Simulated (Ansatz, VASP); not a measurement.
# Two plane-wave programs on HfN

INCAR

```
  PREC = Accurate
  ENCUT = 520
  EDIFF = 1E-6
  ISMEAR = 0
  SIGMA = 0.15
  LREAL = F
  LASPH = T
  NELM = 80
  ALGO = Normal
  ISIF = 2
  LWAVE = F
  LCHARG = F
  GGA = PS
  NBANDS = 23
```

File KPOINTS:

```
regular mesh
0
Gamma
  18 18 10
```

POSCAR

```
HfN
1.0
    3.2215385255      0.0000000000      0.0000000000
   -1.6107692628      2.7899342023      0.0000000000
    0.0000000000      0.0000000000      5.4717999706
Hf N
2 2
Direct
    0.6666666667      0.3333333333      0.7500000000
    0.3333333333      0.6666666667      0.2500000000
    0.0000000000      0.0000000000      0.0000000000
    0.0000000000      0.0000000000      0.5000000000
```

Input for Ansatz:

```yaml
crystal:
  lattice:
    - [3.2215385255, 0.0, 0.0]
    - [-1.6107692628, 2.7899342023, 0.0]
    - [0.0, 0.0, 5.4717999706]
  atoms:
    - { symbol: Hf, position: [0.6666666667, 0.3333333333, 0.75] }
    - { symbol: Hf, position: [0.3333333333, 0.6666666667, 0.25] }
    - { symbol: "N", position: [0.0, 0.0, 0.0] }
    - { symbol: "N", position: [0.0, 0.0, 0.5] }
basis:
  ecutwfc: 420
kpoints:
  mp_grid: { grid: [18, 18, 10] }
hamiltonian:
  xc: pbesol
scf:
  occupations: { method: gaussian, width: 0.15 }
output:
  forces: true
  stress: true
  eigenvalues: true
  write_density: true
  write_potential: true
  elf: true
  volumetric_format: npy
```

Change from the starting cell: strain +0.030 along x and y, +0.015 along z, atoms carried along.

Alike in both runs: task single point; functional PBEsol; k mesh 18 × 18 × 10; occupations gaussian, width 0.15 eV; no spin polarisation.

```csv
,VASP,Ansatz
version,VASP 6.6.1,Ansatz 0.2.0
potentials or method,"VASP PAW PBE potentials, release 64 (Hf_pv, N), cutoff 520 eV","scalar-relativistic, plane waves, PAW"
valence electrons in the cell,30,62
```

```tsv
	VASP	Ansatz	Ansatz less VASP
gap on the k mesh at the Fermi level (eV)	none	none	-
pressure (GPa)	-19.6	-17.7	+1.91
traceless stress, the component that is largest in VASP (GPa)	4.00	3.90	-0.101
```

VASP's potentials were made for PBE, not for PBEsol. A gap of «none» marks a metal or a gap that the smearing closes. VASP's potentials hold 30 valence electrons a cell and Ansatz's 62, so a difference there can come from the potentials and not from the codes.

Spin-orbit coupling is off throughout.
